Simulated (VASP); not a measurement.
A run of VASP 6.6.1:

The input INCAR:

```
SYSTEM = Pt3Pb
ALGO = Normal ; EDIFF = 1E-6
ENCUT = 520 ; ISIF = 2
ISMEAR = -1 ; LASPH = .True.
LCHARG = .False. ; LREAL = .False.
LWAVE = .False. ; NBANDS = 30
NELM = 100 ; PREC = Accurate
SIGMA = 0.1
```

The input KPOINTS:

```
k-points
0
Gamma
  6 6 6
  0 0 0
```

The input POSCAR:

```
Pt3Pb
1.0
    3.9856869927      0.0000000000      0.0000000000
    0.0000000000      3.9856869927      0.0000000000
    0.0000000000      0.0000000000      3.9856869927
Pt Pb
3 1
Direct
    0.0000000000      0.5000000000      0.5000000000
    0.5000000000      0.0000000000      0.5000000000
    0.5000000000      0.5000000000      0.0000000000
    0.0000000000      0.0000000000      0.0000000000
```

Potentials or basis: VASP PAW LDA potentials, release 64 (Pt, Pb_d).

Run with:

```console
$ cat potpaw_LDA.64/Pt/POTCAR potpaw_LDA.64/Pb_d/POTCAR > POTCAR
$ mpirun -np 1 vasp_std > vasp.out
```

Hardware: 1 thread of AMD EPYC 7R43 64-Core Processor (Zen 3), with other jobs on the host.

How long does it take, and how much memory?

Wall time 26 s on 1 thread of AMD EPYC 7R43 64-Core Processor (Zen 3) (shared host), peak memory 0.13 GiB. Counts: scf iterations 11, k points 20.
